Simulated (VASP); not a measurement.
A run of VASP 6.6.1:

Contents of INCAR:

```
SYSTEM = Ti2Co
PREC = Accurate
ENCUT = 520
EDIFF = 1E-6
ISMEAR = 0
SIGMA = 0.2
LREAL = .FALSE.
LASPH = .TRUE.
NELM = 150
ALGO = Fast
ISIF = 2
LWAVE = .FALSE.
LCHARG = .FALSE.
ISPIN = 2
MAGMOM = 0 0 0 0 0.65 0.65
LORBIT = 11
LMAXMIX = 4
GGA = CA
NBANDS = 46
```

Contents of KPOINTS:

```
Automatic mesh
0
G
  10 10 10
  0 0 0
```

File POSCAR:

```
Ti2Co
1.0
    0.0000000000      3.4342545832      3.4342545832
    3.4342545832      0.0000000000      3.4342545832
    3.4342545832      3.4342545832      0.0000000000
Ti Co
4 2
Direct
    0.1250000000      0.1250000000      0.1250000000
    0.6250000000      0.1250000000      0.1250000000
    0.1250000000      0.1250000000      0.6250000000
    0.1250000000      0.6250000000      0.1250000000
    0.5000000000      0.5000000000      0.5000000000
    0.7500000000      0.7500000000      0.7500000000
```

Potentials or basis: VASP PAW LDA potentials, release 64 (Ti_sv, Co).

Command:

```console
$ cat potpaw_LDA.64/Ti_sv/POTCAR potpaw_LDA.64/Co/POTCAR > POTCAR
$ mpirun -np 1 vasp_std > vasp.out
```

Hardware: 1 thread of AMD EPYC 9R45 96-Core Processor (Zen 5), on a shared host.

Q: Estimate the wall time of this run.

A: Wall time 17 min on 1 thread of AMD EPYC 9R45 96-Core Processor (Zen 5), on a shared host, peak memory 0.33 GiB. Counts: scf iterations 51, k points 47.
